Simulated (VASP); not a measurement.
# InP (I4mm) in VASP: a series of runs

Runs on InP. Level: PBEsol. Tasks: single point.

Everything below comes from runs of VASP 6.6.1. Logs are shortened: lines on timing, memory, paths and dates and some standing lists are left out, and cuts for length are marked.

### Step 1. The cell of the first run

The structure is tetragonal, space group I4mm (No. 107). The conventional cell has a = 4.038 Å, b = 4.038 Å, c = 5.710 Å, α = 90.00°, β = 90.00°, γ = 90.00°. Within 3.3 Å of In (site symmetry 4mm) lie 6 P at 2.42 to 3.29 Å. Within 3.3 Å of P (site symmetry 4mm) lie 6 In at 2.42 to 3.29 Å.

### Step 2. Single point, PBEsol

Contents of INCAR:

```
ALGO     = Normal         # electronic algorithm
EDIFF    = 1E-6           # SCF threshold, eV
ENCUT    = 520            # plane-wave cutoff, eV
GGA      = PS             # functional
ISIF     = 2              # what is computed and relaxed
ISMEAR   = 0              # smearing method
LASPH    = True           # aspherical terms in the spheres
LCHARG   = False          # write CHGCAR
LREAL    = False          # projectors in reciprocal space
LWAVE    = False          # write WAVECAR
NBANDS   = 16             # bands
NELM     = 60             # most SCF steps
PREC     = Accurate       # precision mode
SIGMA    = 0.15           # smearing width, eV
```

Contents of KPOINTS:

```
k-points
0
Gamma
  14 14 14
```

Contents of POSCAR:

```
InP
1.0
    0.0000000000      2.8550000000      2.8550000000
    2.8550000000      0.0000000000      2.8550000000
    2.8550000000      2.8550000000      0.0000000000
In P
1 1
Direct
    0.0000000000      0.0000000000      0.0000000000
    0.4233800350      0.4233800350      0.5766199650
```

Potentials or basis: VASP PAW PBE potentials, release 64 (In_d, P).

The run is started by

```console
> cat potpaw_PBE.64/In_d/POTCAR potpaw_PBE.64/P/POTCAR > POTCAR
> mpirun -np 1 vasp_std > vasp.out
```

OUTCAR:

```text
EDIFF = 1E-6
   ENCUT = 520
   GGA = PS
   ISIF = 2
   ISMEAR = 0
   LASPH = True
   LREAL = False
   NELM = 60
   PREC = Accurate

 ion  position               nearest neighbor table
   1  0.000  0.000  0.000-   2 2.42   2 2.89   2 2.89   2 2.89   2 2.89   2 3.29
   2  0.423  0.423  0.577-   1 2.42   1 2.89   1 2.89   1 2.89   1 2.89   1 3.29

  LATTYP: Found a face centered cubic cell.
 ALAT       =     5.7100000000

  Lattice vectors:

 A1 = (   0.0000000000,   2.8550000000,   2.8550000000)
 A2 = (   2.8550000000,   0.0000000000,   2.8550000000)
 A3 = (   2.8550000000,   2.8550000000,   0.0000000000)

Analysis of symmetry for initial positions (statically):
=====================================================================
 Subroutine PRICEL returns:
 Original cell was already a primitive cell.

 Routine SETGRP: Setting up the symmetry group for a
 face centered cubic supercell.

 Subroutine GETGRP returns: Found  8 space group operations
 (whereof  8 operations were pure point group operations)
 out of a pool of 48 trial point group operations.

The static configuration has the point symmetry C_4v.

Analysis of symmetry for dynamics (positions and initial velocities):
=====================================================================
 Subroutine PRICEL returns:
 Original cell was already a primitive cell.

 Routine SETGRP: Setting up the symmetry group for a
 face centered cubic supercell.

 Subroutine GETGRP returns: Found  8 space group operations
 (whereof  8 operations were pure point group operations)
 out of a pool of 48 trial point group operations.

The dynamic configuration has the point symmetry C_4v.

 Subroutine INISYM returns: Found  8 space group operations
 (whereof  8 operations are pure point group operations),
 and found     1 'primitive' translations

----------------------------------------------------------------------------------------

                                     Primitive cell

  volume of cell :      46.5424

  direct lattice vectors                    reciprocal lattice vectors
     0.000000000  2.855000000  2.855000000    -0.175131349  0.175131349  0.175131349
     2.855000000  0.000000000  2.855000000     0.175131349 -0.175131349  0.175131349
     2.855000000  2.855000000  0.000000000     0.175131349  0.175131349 -0.175131349

  length of vectors
     4.037579721  4.037579721  4.037579721     0.303336394  0.303336394  0.303336394

  position of ions in fractional coordinates (direct lattice)
     0.000000000  0.000000000  0.000000000
     0.423380035  0.423380035  0.576619965

  ion indices of the primitive-cell ions
   primitive index   ion index
                 1           1
                 2           2

----------------------------------------------------------------------------------------

 KPOINTS: k-points

Automatic generation of k-mesh.
 Grid dimensions read from file:
 generate k-points for:   14   14   14

 Generating k-lattice:

  Cartesian coordinates                     Fractional coordinates (reciprocal lattice)
    -0.012509382  0.012509382  0.012509382     0.071428571  0.000000000  0.000000000
     0.012509382 -0.012509382  0.012509382     0.000000000  0.071428571  0.000000000
     0.012509382  0.012509382 -0.012509382     0.000000000  0.000000000  0.071428571

  Length of vectors
     0.021666885  0.021666885  0.021666885

  Shift w.r.t. Gamma in fractional coordinates (k-lattice)
     0.000000000  0.000000000  0.000000000

 Subroutine IBZKPT returns following result:
 ===========================================

 Found    244 irreducible k-points:

 Following reciprocal coordinates:
            Coordinates               Weight
  0.000000  0.000000  0.000000      1.000000
  0.071429  0.000000  0.000000      8.000000
  0.142857  0.000000  0.000000      8.000000
  0.214286  0.000000  0.000000      8.000000
  0.285714  0.000000  0.000000      8.000000
  0.357143  0.000000  0.000000      8.000000
[... 16 lines left out ...]
 -0.428571  0.071429  0.000000      8.000000
  0.000000 -0.428571  0.071429     16.000000
 [... further k-points ...]
   k-points           NKPTS =    244   k-points in BZ     NKDIM =    244   number of bands    NBANDS=     16
   number of dos      NEDOS =    301   number of ions     NIONS =      2
   total plane-waves  NPLWV =  27000
   dimension x,y,z NGX =    30 NGY =   30 NGZ =   30
   dimension x,y,z NGXF=    60 NGYF=   60 NGZF=   60
   ions per type =               1   1
   NGX,Y,Z   is equivalent  to a cutoff of  12.35, 12.35, 12.35 a.u.
   NGXF,Y,Z  is equivalent  to a cutoff of  24.70, 24.70, 24.70 a.u.
 SYSTEM =  unknown system
   PREC   = accura    normal or accurate (medium, high low for compatibility)
   ISTART =      0    job   : 0-new  1-cont  2-samecut
   ICHARG =      2    charge: 1-file 2-atom 10-const
   ISPIN  =      1    spin polarized calculation?
   LNONCOLLINEAR =      F non collinear calculations
   LSORBIT =      F    spin-orbit coupling
   LASPH  =      T    aspherical Exc in radial PAW
   ENCUT  =  520.0 eV  38.22 Ry    6.18 a.u.   7.51  7.51  7.51*2*pi/ulx,y,z
   NELM   =     60;   NELMIN=  2; NELMDL= -5     # of ELM steps
   EDIFF  = 0.1E-05   stopping-criterion for ELM
   LREAL  =      F    real-space projection
   EDIFFG = 0.1E-04   stopping-criterion for IOM
   NSW    =      0    number of steps for IOM
   IBRION =     -1    ionic relax: 0-MD 1-quasi-New 2-CG
   NFREE  =      0    steps in history (QN), initial steepest desc. (CG)
   ISIF   =      2    stress and relaxation
   ISYM   =      2    0-nonsym 1-usesym 2-fastsym
   POTIM  = 0.5000    time-step for ionic-motion
   TEBEG  =    0.0;   TEEND  =   0.0 temperature during run
   PSTRESS=    0.0 pullay stress
   NELECT =      18.0000    total number of electrons
   NUPDOWN=      -1.0000    fix difference up-down
   EMIN   =  10.00;   EMAX   =-10.00  energy-range for DOS
   EFERMI =   0.00;   METHOD = LEGACY
   ISMEAR =     0;   SIGMA  =   0.15  broadening in eV -4-tet -1-fermi 0-gaus
   EFERMI_NEDOS =   21; number of points for ismear=-14 and -15
   IALGO  =     38    algorithm
   IMIX   =      4    mixing-type and parameters
     AMIX     =   0.40;   BMIX     =  1.00
     AMIX_MAG =   1.60;   BMIX_MAG =  1.00
  volume/ion in A,a.u.               =      23.27       157.04
  Fermi-wavevector in a.u.,A,eV,Ry     =   1.192750  2.253971 19.356375  1.422653
  Thomas-Fermi vector in A             =   2.328781
   LORBIT       =      0    0 simple, 1 ext, 2 COOP (PROOUT), +10 PAW based schemes
   GGA     = PS    functional components
   LHFCALC =     F    Hartree Fock is set to
   AEXX    =    0.0000 exact exchange contribution
   IVDW    =     0    specifies the selected vdW correction
   LEPSILON=     F    determine dielectric tensor
   LRPA    =     F    only Hartree local field effects (RPA)
 non-spin polarized calculation
 Gauss-broadening in eV      SIGMA  =   0.15
  energy-cutoff  :      520.00
  volume of cell :       46.54
 maximum number of plane-waves:      1275
   NGX = 15   NGY = 15   NGZ = 15

 number of electron      17.9999993 magnetization

 Free energy of the ion-electron system (eV)
  ---------------------------------------------------
  ext. energy  EPLUGINS =         0.00000000
  ---------------------------------------------------
  free energy    TOTEN  =        -8.44972999 eV

  energy without entropy =       -8.43476373  energy(sigma->0) =       -8.44224686

 E-fermi :   5.7936     XC(G=0): -10.0993

 val. band max:        5.7853872307   @ k =   0.3571   0.2857   0.0000
 cond. band min:       5.7984522879   @ k =   0.0714   0.5000   0.3571
 fundamental gap:      0.0130650571
 Fermi energy:         5.7936072913

 k-point     1 :       0.0000    0.0000    0.0000
  band No.  band energies     occupation
      1      -8.3730      2.00000
      2      -8.2537      2.00000
      3      -8.2537      2.00000
      4      -8.2276      2.00000
      5      -8.2196      2.00000
      6      -5.6182      2.00000
[... 8 lines left out ...]
     15      14.7850      0.00000
     16      14.7850      0.00000

 k-point     2 :       0.0714    0.0000    0.0000
  band No.  band energies     occupation
      1      -8.3756      2.00000
      2      -8.2527      2.00000
      3      -8.2518      2.00000
      4      -8.2282      2.00000
      5      -8.2182      2.00000
      6      -5.5597      2.00000
[... 8 lines left out ...]
     15      14.2447      0.00000
     16      14.4839      0.00000

 k-point     3 :       0.1429    0.0000    0.0000
  band No.  band energies     occupation
      1      -8.3830      2.00000
      2      -8.2502      2.00000
      3      -8.2498      2.00000
      4      -8.2265      2.00000
      5      -8.2137      2.00000
      6      -5.3867      2.00000
[... 8 lines left out ...]
     15      13.9457      0.00000
     16      14.2240      0.00000

 k-point     4 :       0.2143    0.0000    0.0000
  band No.  band energies     occupation
      1      -8.3939      2.00000
      2      -8.2541      2.00000
      3      -8.2476      2.00000
      4      -8.2167      2.00000
      5      -8.2060      2.00000
      6      -5.1076      2.00000
[... 8 lines left out ...]
     15      14.1877      0.00000
     16      14.3112      0.00000
[... 324 lines left out ...]
 k-point    22 :       0.0000    0.5000    0.0714
  band No.  band energies     occupation
      1      -8.4288      2.00000
      2      -8.2790      2.00000
      3      -8.2454      2.00000
      4      -8.1807      2.00000
      5      -8.1738      2.00000
      6      -3.7756      2.00000
[... 8 lines left out ...]
     15      17.0266      0.00000
     16      17.3673      0.00000

 k-point    23 :      -0.4286    0.0714    0.0000
  band No.  band energies     occupation
      1      -8.4325      2.00000
      2      -8.2739      2.00000
      3      -8.2449      2.00000
      4      -8.1796      2.00000
      5      -8.1775      2.00000
      6      -3.8256      2.00000
[... 8 lines left out ...]
     15      16.4253      0.00000
     16      17.4375      0.00000

 k-point    24 :       0.0000   -0.4286    0.0714
  band No.  band energies     occupation
      1      -8.4285      2.00000
      2      -8.2776      2.00000
      3      -8.2447      2.00000
      4      -8.1799      2.00000
      5      -8.1764      2.00000
      6      -3.8301      2.00000
[... 8 lines left out ...]
     15      16.4054      0.00000
     16      17.4965      0.00000

 [... further k-points ...]

------------------------ aborting loop because EDIFF is reached ----------------------------------------

  FORCE on cell =-STRESS in cart. coord.  units (eV):
  Direction    XX          YY          ZZ          XY          YZ          ZX
  --------------------------------------------------------------------------------------
  -------------------------------------------------------------------------------------
  Total       -2.7255405     -2.7255405      2.1323146      0.0000000      0.0000000      0.0000000
  in kB      -93.8242042    -93.8242042     73.4029526      0.0000000      0.0000000      0.0000000
  external PRESSURE =     -38.0818186 kB  Pullay stress =       0.0000000 kB

 VOLUME and BASIS-vectors are now :
 -----------------------------------------------------------------------------
  energy-cutoff  :      520.00
  volume of cell :       46.54
      direct lattice vectors                 reciprocal lattice vectors
     0.000000000  2.855000000  2.855000000    -0.175131349  0.175131349  0.175131349
     2.855000000  0.000000000  2.855000000     0.175131349 -0.175131349  0.175131349
     2.855000000  2.855000000  0.000000000     0.175131349  0.175131349 -0.175131349

 POSITION                                       TOTAL-FORCE (eV/Angst)
 -----------------------------------------------------------------------------------
      0.00000      0.00000      0.00000         0.000000      0.000000     -1.379983
      2.85500      2.85500      2.41750         0.000000      0.000000      1.379983
 -----------------------------------------------------------------------------------
    total drift:                               -0.000000     -0.000000     -0.000389

  FREE ENERGIE OF THE ION-ELECTRON SYSTEM (eV)
  ---------------------------------------------------
  free  energy   TOTEN  =        -8.4497299928 eV

  energy  without entropy=       -8.4347637256  energy(sigma->0) =       -8.44224686
```

Run time: 87 s. Hardware: 1 thread of AMD EPYC 9R45 (Zen 5), shared host; peak memory 0.27 GiB.

What came out:

| Property | Result |
| --- | --- |
| Free energy | -8.4497 eV |
| Pressure | -3.8 GPa |
| Largest force | 1.380 eV/Å |
| Band gap on the k mesh | zero (bands 9 and 10 overlap by 2.16 eV) |

Forces on the atoms (eV/Å):
```
In   0.000  0.000 -1.380
P    0.000  0.000  1.380
```

Caveat: the cell differs from its parent crystal (all P atoms moved +0.438 Å, as atom 2 towards its neighbour atom 1 (In) at 2.855 Å); the stress differs along the axes, from -9 to 7 GPa; the PAW data sets were made with another functional, which shifts forces and pressure a little; spin-orbit coupling is left out, which moves the levels of the heavy elements.

[end of part 1 of 2]
